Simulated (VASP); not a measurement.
Write the native input for VASP 6.6.1 that does the following.

| Property | Result |
| --- | --- |
| Task | single point |
| Functional | LDA |
| Potentials or basis | VASP PAW LDA potentials, release 64 (Al, Cu) |
| Cutoff | 520 eV |
| k mesh | 14 × 14 × 18 |
| Occupations | gaussian, width 0.15 eV |
| Spin | no spin polarisation |
| Dipole correction | no |
| Further INCAR settings | ALGO = Fast; EDIFF = 1e-06; NBANDS = 16 |

The structure of Al2Cu lies in POSCAR:

```
Al2Cu
1.0
    3.9160925840      0.0000000000      0.0000000000
    0.0000000000      3.9160925840      0.0000000000
    0.0000000000      0.0000000000      3.0070914902
Al Cu
2 1
Direct
    0.5000000000      0.0000000000      0.5000000000
    0.0000000000      0.5000000000      0.5000000000
    0.0000000000      0.0000000000      0.0000000000
```

This cell differs from its parent crystal: ratio of the length along z to the lengths across it x 1.1, volume and fractional coordinates fixed.

These files were run (other wordings do the same):

INCAR

```
SYSTEM = Al2Cu
PREC = Accurate
ENCUT = 520
EDIFF = 1E-6
ISMEAR = 0
SIGMA = 0.15
LREAL = .False.
LASPH = .True.
NELM = 100
ALGO = Fast
ISIF = 2
LWAVE = .False.
LCHARG = .False.
GGA = CA
NBANDS = 16
```

KPOINTS

```
regular mesh
0
Gamma
  14 14 18
  0 0 0
```

Potentials or basis: VASP PAW LDA potentials, release 64 (Al, Cu).

Run with:

```bash
$ cat potpaw_LDA.64/Al/POTCAR potpaw_LDA.64/Cu/POTCAR > POTCAR
$ mpirun -np 1 vasp_std > vasp.out
```

Results of the run:

```
Pressure : 0.8 GPa
```

Wall time 2.5 min on 1 thread of AMD EPYC 9R45 96-Core Processor (Zen 5), with other jobs on the host, peak memory 0.32 GiB.
